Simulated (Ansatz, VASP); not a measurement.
# One calculation of Se, two programs

```xyz
1
Lattice="0.0000 2.3138 2.3138 2.3138 0.0000 2.3138 2.3138 2.3138 0.0000" Properties=species:S:1:pos:R:3 pbc="T T T"
Se    0.0000    0.0000    0.0000
```

Alike in both runs: task single point; functional BLYP; k mesh 14 × 14 × 14; occupations fermi-dirac, width 0.1 eV; no spin polarisation.

```csv
,VASP,Ansatz
version,VASP 6.6.1,Ansatz 0.2.0
potentials or method,"VASP PAW PBE potentials, release 64 (Se), cutoff 520 eV","plane waves (420 eV) with PAW, scalar-relativistic"
valence electrons in the cell,6,16
```

```tsv
	VASP	Ansatz	Ansatz less VASP
pressure (GPa)	-3.1	-3.1	-0.09
```

VASP's potentials were made for PBE, not for BLYP. With one functional, cell and mesh, what is left measures potentials, basis and numerics. VASP's potentials hold 6 valence electrons a cell and Ansatz's 16, so a difference there can come from the potentials and not from the codes.
